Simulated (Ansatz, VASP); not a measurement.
**One calculation of TiIn2Au, two programs**

```
In Au Ti
1.0
     4.39095    0.00000    0.00000
     2.19548   -5.18500    0.00000
     0.00000    0.00000   -7.06811
In Au Ti
4 2 2
Cartesian
  2.1955 -1.4141 -6.6980
  4.3910 -3.7709 -3.1639
  4.3910 -3.7709 -0.3702
  2.1955 -1.4141 -3.9042
  4.3910 -2.1833 -5.3011
  2.1955 -3.0017 -1.7670
  2.1955 -4.3976 -5.3011
  4.3910 -0.7874 -1.7670
```

Alike in both runs: task single point; functional PBEsol; k mesh 5 × 5 × 3; no spin polarisation.

|  | VASP | Ansatz |
| --- | --- | --- |
| version | VASP 6.6.1 | Ansatz 0.2.0 |
| potentials or method | VASP PAW PBE potentials, release 64 (In_d, Au, Ti_sv), cutoff 520 eV | PAW plane waves |
| occupations | fermi-dirac, width 0.1 eV | fermi-dirac |
| valence electrons in the cell | 98 | 114 |

VASP gave:

| Quantity | Value |
| --- | --- |
| gap on the k mesh at the Fermi level (eV) | none |
| pressure (GPa) | 1.2 |
| traceless stress, the component that is largest in VASP (GPa) | 4.23 |
| rms of the force components (eV/Å) | 0.593 |

Task: Which values does Ansatz return?

Result: gap on the k mesh at the Fermi level (eV): none; pressure (GPa): 1.3; traceless stress, the component that is largest in VASP (GPa): 4.22; rms of the force components (eV/Å): 0.593.

VASP's potentials were made for PBE, not for PBEsol. Atom by atom the forces differ by 0.002 eV/Å (rms over components). A gap of «none» marks a metal or a gap that the smearing closes. VASP's potentials hold 98 valence electrons a cell and Ansatz's 114, so a difference there can come from the potentials and not from the codes.

Spin-orbit coupling is off throughout.
